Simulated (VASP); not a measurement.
A run of VASP 6.6.1:

File INCAR:

```
SYSTEM = TmSb2Cl2
ALGO = Normal
EDIFF = 1E-6
ENCUT = 500
GGA = PE
GGA_COMPAT = .False.
ISIF = 2
ISMEAR = 0
LASPH = .True.
LCHARG = .False.
LMAXMIX = 6
LREAL = .False.
LWAVE = .False.
NBANDS = 24
NELM = 200
PREC = Accurate
SIGMA = 0.1
```

KPOINTS

```
k-points
0
Gamma
  6 6 2
  0 0 0
```

File POSCAR:

```
TmSb2Cl2
1.0
    4.0965981500      0.0000000000      0.0000000000
   -2.0482990800      3.5477580700      0.0000000000
    0.0000000000      0.0000000000     11.0067386200
Tm Sb Cl
1 2 2
Direct
    0.0000000000      0.0000000000      0.5000000000
    0.6666666700      0.3333333300      0.6607440100
    0.3333333300      0.6666666700      0.3392559900
    0.6666666700      0.3333333300      0.2154780000
    0.3333333300      0.6666666700      0.7845220000
```

Potentials or basis: VASP PAW PBE potentials, release 64 (Tm_3, Sb, Cl), 4f in core.

Launch:

```bash
$ cat potpaw_PBE.64/Tm_3/POTCAR potpaw_PBE.64/Sb/POTCAR potpaw_PBE.64/Cl/POTCAR > POTCAR
$ mpirun -np 1 vasp_std > vasp.out
```

Hardware: 1 thread of Intel(R) Xeon(R) 6975P-C (Granite Rapids) (shared host).

**Question.** Estimate the wall time of this run.

**Answer.** Wall time 32 s on 1 thread of Intel(R) Xeon(R) 6975P-C (Granite Rapids) (shared host), peak memory 0.27 GiB. Counts: scf iterations 15, k points 14.
